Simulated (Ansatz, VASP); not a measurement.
## One calculation of SrO, two programs

```xyz
2
Lattice="0.0000 2.4963 2.5799 2.5799 0.0000 2.5799 2.5799 2.4963 0.0000" Properties=species:S:1:pos:R:3 pbc="T T T"
Sr    2.5799    2.4963    2.5799
O     0.0000    0.0000    0.0000
```

Change from the starting cell: uniaxial_y strain -3.2%.

Alike in both runs: task single point; functional r2SCAN; k mesh 8 × 8 × 8; no spin polarisation.

```csv
,VASP,Ansatz
version,VASP 6.6.1,Ansatz 0.2.0
potentials or method,"VASP PAW PBE potentials, release 64 (Sr_sv, O)","plane waves, PAW"
plane-wave cutoff (eV),520,500
occupations,"gaussian, width 0.01 eV",fixed
valence electrons in the cell,16,16
```

```csv
,VASP,Ansatz,Ansatz less VASP
gap on the k mesh at the Fermi level (eV),3.55,3.61,+0.057
pressure (GPa),4.2,3.6,-0.62
"traceless stress, the component that is largest in VASP (GPa)",3.94,3.74,-0.194
```

VASP's potentials were made for PBE, not for r2SCAN.
